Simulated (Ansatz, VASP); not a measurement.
**Nb in VASP and in Ansatz**

```
Nb
1.0
    -1.65105    1.65105    1.65105
     1.65105   -1.65105    1.65105
     1.65105    1.65105   -1.65105
Nb
1
Direct
  0.00000 0.00000 0.00000
```

Alike in both runs: functional r2SCAN; k mesh 16 × 16 × 16; occupations fermi-dirac, width 0.05 eV; no spin polarisation.

Ansatz relaxed the structure, and its values are those at the end. VASP's run is a single point on that final structure, the one shown.

|  | VASP | Ansatz |
| --- | --- | --- |
| version | VASP 6.6.1 | Ansatz 0.2.0 |
| potentials or method | VASP PAW PBE potentials, release 64 (Nb_sv), cutoff 520 eV | plane-wave PAW DFT |
| valence electrons in the cell | 13 | 13 |

Ansatz gave:

```
pressure (GPa) : 0.0
```

Which values does VASP return?

Pressure (GPa): -0.3.

VASP's potentials were made for PBE, not for r2SCAN. The functional is the same, so the differences come from potentials, cutoffs and numerics.
